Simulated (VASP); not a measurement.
# LiF (Pm-3m) in VASP: further runs

Runs on LiF. Level: LDA. Tasks: single point.

Program: VASP 6.6.1. These are calculated values, not measurements. Logs are shortened: lines on timing, memory, paths and dates and some standing lists are left out, and cuts for length are marked.

## (1) The cell of the first run

It takes space group Pm-3m (No. 221, cubic). Conventional cell: a = 2.560 Å, b = 2.560 Å, c = 2.560 Å, α = 90.00°, β = 90.00°, γ = 90.00°. Li (site symmetry m-3m) has 8 F at 2.22 Å and 6 Li at 2.56 Å within 2.9 Å. F (site symmetry m-3m) has 8 Li at 2.22 Å and 6 F at 2.56 Å within 2.9 Å.

## (2) Single point, LDA

Input file INCAR:

```
ALGO     = Normal         # electronic algorithm
EDIFF    = 1E-6           # SCF threshold, eV
ENCUT    = 520            # plane-wave cutoff, eV
GGA      = CA             # functional
ISIF     = 2              # what is computed and relaxed
ISMEAR   = 0              # smearing method
LASPH    = T              # aspherical terms in the spheres
LCHARG   = F              # write CHGCAR
LREAL    = F              # projectors in reciprocal space
LWAVE    = F              # write WAVECAR
NBANDS   = 12             # bands
NELM     = 80             # most SCF steps
PREC     = Accurate       # precision mode
SIGMA    = 0.01           # smearing width, eV
```

Input file KPOINTS:

```
k-points
0
Gamma
  3 3 3
```

Input file POSCAR:

```
LiF
1.0
    2.5595330000      0.0000000000      0.0000000000
    0.0000000000      2.5595330000      0.0000000000
    0.0000000000      0.0000000000      2.5595330000
Li F
1 1
Direct
    0.0000000000      0.0000000000      0.0000000000
    0.5000000000      0.5000000000      0.5000000000
```

Potentials or basis: VASP PAW LDA potentials, release 64 (Li_sv, F).

Started as:

```bash
> cat potpaw_LDA.64/Li_sv/POTCAR potpaw_LDA.64/F/POTCAR > POTCAR
> mpirun -np 1 vasp_std > vasp.out
```

OUTCAR:

```text
EDIFF = 1E-6
   ENCUT = 520
   GGA = CA
   ISIF = 2
   ISMEAR = 0
   LASPH = T
   LREAL = F
   NELM = 80
   PREC = Accurate

 ion  position               nearest neighbor table
   1  0.000  0.000  0.000-   2 2.22   2 2.22   2 2.22   2 2.22   2 2.22   2 2.22   2 2.22   2 2.22

   2  0.500  0.500  0.500-   1 2.22   1 2.22   1 2.22   1 2.22   1 2.22   1 2.22   1 2.22   1 2.22

  LATTYP: Found a simple cubic cell.
 ALAT       =     2.5595330000

  Lattice vectors:

 A1 = (   2.5595330000,   0.0000000000,   0.0000000000)
 A2 = (   0.0000000000,   2.5595330000,   0.0000000000)
 A3 = (   0.0000000000,   0.0000000000,   2.5595330000)

Analysis of symmetry for initial positions (statically):
=====================================================================
 Subroutine PRICEL returns:
 Original cell was already a primitive cell.

 Routine SETGRP: Setting up the symmetry group for a
 simple cubic supercell.

 Subroutine GETGRP returns: Found 48 space group operations
 (whereof 48 operations were pure point group operations)
 out of a pool of 48 trial point group operations.

The static configuration has the point symmetry O_h .

Analysis of symmetry for dynamics (positions and initial velocities):
=====================================================================
 Subroutine PRICEL returns:
 Original cell was already a primitive cell.

 Routine SETGRP: Setting up the symmetry group for a
 simple cubic supercell.

 Subroutine GETGRP returns: Found 48 space group operations
 (whereof 48 operations were pure point group operations)
 out of a pool of 48 trial point group operations.

The dynamic configuration has the point symmetry O_h .

 Subroutine INISYM returns: Found 48 space group operations
 (whereof 48 operations are pure point group operations),
 and found     1 'primitive' translations

----------------------------------------------------------------------------------------

                                     Primitive cell

  volume of cell :      16.7680

  direct lattice vectors                    reciprocal lattice vectors
     2.559533000  0.000000000  0.000000000     0.390696272  0.000000000  0.000000000
     0.000000000  2.559533000  0.000000000     0.000000000  0.390696272  0.000000000
     0.000000000  0.000000000  2.559533000     0.000000000  0.000000000  0.390696272

  length of vectors
     2.559533000  2.559533000  2.559533000     0.390696272  0.390696272  0.390696272

  position of ions in fractional coordinates (direct lattice)
     0.000000000  0.000000000  0.000000000
     0.500000000  0.500000000  0.500000000

  ion indices of the primitive-cell ions
   primitive index   ion index
                 1           1
                 2           2

----------------------------------------------------------------------------------------

 KPOINTS: k-points

Automatic generation of k-mesh.
 Grid dimensions read from file:
 generate k-points for:    3    3    3

 Generating k-lattice:

  Cartesian coordinates                     Fractional coordinates (reciprocal lattice)
     0.130232091  0.000000000  0.000000000     0.333333333  0.000000000  0.000000000
     0.000000000  0.130232091  0.000000000     0.000000000  0.333333333  0.000000000
     0.000000000  0.000000000  0.130232091     0.000000000  0.000000000  0.333333333

  Length of vectors
     0.130232091  0.130232091  0.130232091

  Shift w.r.t. Gamma in fractional coordinates (k-lattice)
     0.000000000  0.000000000  0.000000000

 Subroutine IBZKPT returns following result:
 ===========================================

 Found      4 irreducible k-points:

 Following reciprocal coordinates:
            Coordinates               Weight
  0.000000  0.000000  0.000000      1.000000
  0.333333  0.000000  0.000000      6.000000
  0.333333  0.333333  0.000000     12.000000
  0.333333  0.333333  0.333333      8.000000
   k-points           NKPTS =      4   k-points in BZ     NKDIM =      4   number of bands    NBANDS=     12
   number of dos      NEDOS =    301   number of ions     NIONS =      2
   total plane-waves  NPLWV =   8000
   dimension x,y,z NGX =    20 NGY =   20 NGZ =   20
   dimension x,y,z NGXF=    40 NGYF=   40 NGZF=   40
   ions per type =               1   1
   NGX,Y,Z   is equivalent  to a cutoff of  12.99, 12.99, 12.99 a.u.
   NGXF,Y,Z  is equivalent  to a cutoff of  25.98, 25.98, 25.98 a.u.
 SYSTEM =  unknown system
   PREC   = accura    normal or accurate (medium, high low for compatibility)
   ISTART =      0    job   : 0-new  1-cont  2-samecut
   ICHARG =      2    charge: 1-file 2-atom 10-const
   ISPIN  =      1    spin polarized calculation?
   LNONCOLLINEAR =      F non collinear calculations
   LSORBIT =      F    spin-orbit coupling
   LASPH  =      T    aspherical Exc in radial PAW
   ENCUT  =  520.0 eV  38.22 Ry    6.18 a.u.   4.76  4.76  4.76*2*pi/ulx,y,z
   NELM   =     80;   NELMIN=  2; NELMDL= -5     # of ELM steps
   EDIFF  = 0.1E-05   stopping-criterion for ELM
   LREAL  =      F    real-space projection
   EDIFFG = 0.1E-04   stopping-criterion for IOM
   NSW    =      0    number of steps for IOM
   IBRION =     -1    ionic relax: 0-MD 1-quasi-New 2-CG
   NFREE  =      0    steps in history (QN), initial steepest desc. (CG)
   ISIF   =      2    stress and relaxation
   ISYM   =      2    0-nonsym 1-usesym 2-fastsym
   POTIM  = 0.5000    time-step for ionic-motion
   TEBEG  =    0.0;   TEEND  =   0.0 temperature during run
   PSTRESS=    0.0 pullay stress
   NELECT =      10.0000    total number of electrons
   NUPDOWN=      -1.0000    fix difference up-down
   EMIN   =  10.00;   EMAX   =-10.00  energy-range for DOS
   EFERMI =   0.00;   METHOD = LEGACY
   ISMEAR =     0;   SIGMA  =   0.01  broadening in eV -4-tet -1-fermi 0-gaus
   EFERMI_NEDOS =   21; number of points for ismear=-14 and -15
   IALGO  =     38    algorithm
   IMIX   =      4    mixing-type and parameters
     AMIX     =   0.40;   BMIX     =  1.00
     AMIX_MAG =   1.60;   BMIX_MAG =  1.00
  volume/ion in A,a.u.               =       8.38        56.58
  Fermi-wavevector in a.u.,A,eV,Ry     =   1.377994  2.604032 25.835673  1.898868
  Thomas-Fermi vector in A             =   2.503097
   LORBIT       =      0    0 simple, 1 ext, 2 COOP (PROOUT), +10 PAW based schemes
   GGA     = CA    functional components
   LHFCALC =     F    Hartree Fock is set to
   AEXX    =    0.0000 exact exchange contribution
   IVDW    =     0    specifies the selected vdW correction
   LEPSILON=     F    determine dielectric tensor
   LRPA    =     F    only Hartree local field effects (RPA)
 non-spin polarized calculation
 Gauss-broadening in eV      SIGMA  =   0.01
  energy-cutoff  :      520.00
  volume of cell :       16.77
 maximum number of plane-waves:       461
 NGX is ok and might be reduce to    20
   NGX =  9   NGY =  9   NGZ =  9

 number of electron      10.0000016 magnetization

 Free energy of the ion-electron system (eV)
  ---------------------------------------------------
  ext. energy  EPLUGINS =         0.00000000
  ---------------------------------------------------
  free energy    TOTEN  =        -9.82812795 eV

  energy without entropy =       -9.82812795  energy(sigma->0) =       -9.82812795

 E-fermi :  -0.1816     XC(G=0): -10.5681

 val. band max:       -0.2989769949   @ k =   0.3333   0.3333   0.0000
 cond. band min:       7.1187333849   @ k =   0.0000   0.0000   0.0000
 fundamental gap:      7.4177103798
 Fermi energy:        -0.1816078197

 k-point     1 :       0.0000    0.0000    0.0000
  band No.  band energies     occupation
      1     -41.8609      2.00000
      2     -20.5629      2.00000
      3      -0.8349      2.00000
      4      -0.8349      2.00000
      5      -0.8349      2.00000
      6       7.1187      0.00000
      7      18.2263      0.00000
      8      18.2263      0.00000
      9      20.3127      0.00000
     10      20.3127      0.00000
     11      20.3127      0.00000
     12      37.8445      0.00000

 k-point     2 :       0.3333    0.0000    0.0000
  band No.  band energies     occupation
      1     -41.8206      2.00000
      2     -20.2090      2.00000
      3      -3.2483      2.00000
      4      -0.5339      2.00000
      5      -0.5339      2.00000
      6       8.4064      0.00000
      7      13.9948      0.00000
      8      19.8924      0.00000
      9      19.8924      0.00000
     10      20.7597      0.00000
     11      28.4323      0.00000
     12      30.7737      0.00000

 k-point     3 :       0.3333    0.3333    0.0000
  band No.  band energies     occupation
      1     -41.7856      2.00000
      2     -19.8146      2.00000
      3      -2.9783      2.00000
      4      -2.8959      2.00000
      5      -0.2990      2.00000
      6      10.9047      0.00000
      7      13.6173      0.00000
      8      14.3349      0.00000
      9      21.2503      0.00000
     10      21.9846      0.00000
     11      29.4804      0.00000
     12      30.2494      0.00000

 k-point     4 :       0.3333    0.3333    0.3333
  band No.  band energies     occupation
      1     -41.7538      2.00000
      2     -19.4478      2.00000
      3      -2.6412      2.00000
      4      -2.2348      2.00000
      5      -2.2348      2.00000
      6      11.3769      0.00000
      7      12.2660      0.00000
      8      12.2660      0.00000
      9      21.6125      0.00000
     10      24.0293      0.00000
     11      24.0293      0.00000
     12      26.2260      0.00000

------------------------ aborting loop because EDIFF is reached ----------------------------------------

  FORCE on cell =-STRESS in cart. coord.  units (eV):
  Direction    XX          YY          ZZ          XY          YZ          ZX
  --------------------------------------------------------------------------------------
  -------------------------------------------------------------------------------------
  Total       -0.7654980     -0.7654980     -0.7654980     -0.0000000      0.0000000     -0.0000000
  in kB      -73.1429454    -73.1429454    -73.1429454     -0.0000000      0.0000000     -0.0000000
  external PRESSURE =     -73.1429454 kB  Pullay stress =       0.0000000 kB

 VOLUME and BASIS-vectors are now :
 -----------------------------------------------------------------------------
  energy-cutoff  :      520.00
  volume of cell :       16.77
      direct lattice vectors                 reciprocal lattice vectors
     2.559533000  0.000000000  0.000000000     0.390696272  0.000000000  0.000000000
     0.000000000  2.559533000  0.000000000     0.000000000  0.390696272  0.000000000
     0.000000000  0.000000000  2.559533000     0.000000000  0.000000000  0.390696272

 POSITION                                       TOTAL-FORCE (eV/Angst)
 -----------------------------------------------------------------------------------
      0.00000      0.00000      0.00000         0.000000      0.000000      0.000000
      1.27977      1.27977      1.27977         0.000000      0.000000      0.000000
 -----------------------------------------------------------------------------------
    total drift:                                0.000000      0.000000      0.000000

  FREE ENERGIE OF THE ION-ELECTRON SYSTEM (eV)
  ---------------------------------------------------
  free  energy   TOTEN  =        -9.8281279521 eV

  energy  without entropy=       -9.8281279521  energy(sigma->0) =       -9.82812795
```

It took 1.7 s on 1 thread of AMD EPYC 7R43 (Zen 3), shared host; peak memory 0.08 GiB.

What came out:

| Property | Result |
| --- | --- |
| Free energy | -9.8281 eV |
| Band gap on the k mesh | 7.42 eV, indirect (least direct gap 7.95 eV) |

Caveat: the k points lie up to 0.82 Å⁻¹ apart; the cutoff is under 1.25 times the usual one of these potentials, so pressure, stress and relaxed cells hold a basis-set (Pulay) error. A k mesh can miss the band edges.

(Part 1 of 2 ends here.)
